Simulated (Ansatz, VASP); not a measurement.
**One calculation of Hf3F, two programs**

```
Hf F
1.0
     3.09248    0.00000    0.00000
     0.00000    3.09248    0.00000
     0.00000    0.00000    7.98878
Hf F
3 1
Direct
  0.00000 0.00000 0.50000
  0.50000 0.50000 0.77592
  0.50000 0.50000 0.22408
  0.00000 0.00000 0.00000
```

Change from the starting cell: species swapped into the Mn3Fe type (Pmmm, No. 47).

Alike in both runs: functional PBE; k mesh 16 × 16 × 6; occupations gaussian, width 0.1 eV; no spin polarisation.

Ansatz relaxed the structure, and its values are those at the end. VASP's run is a single point on that final structure, the one shown.

|  | VASP | Ansatz |
| --- | --- | --- |
| version | VASP 6.6.1 | Ansatz 0.2.0 |
| potentials or method | VASP PAW PBE potentials, release 64 (Hf_pv, F), cutoff 520 eV | scalar-relativistic, plane waves, PAW |
| valence electrons in the cell | 37 | 85 |

Ansatz gave:

| Item | Value |
| --- | --- |
| gap on the k mesh at the Fermi level (eV) | none |
| pressure (GPa) | 0.0 |
| rms of the force components (eV/Å) | 0.000 |

**Question.** Which values does VASP return?

**Answer.** gap on the k mesh at the Fermi level (eV): none; pressure (GPa): -0.6; rms of the force components (eV/Å): 0.005.

A gap of «none» marks a metal or a gap that the smearing closes. The functional is the same, so the differences come from potentials, cutoffs and numerics. VASP's potentials hold 37 valence electrons a cell and Ansatz's 85, so a difference there can come from the potentials and not from the codes.

Spin-orbit coupling is off throughout.
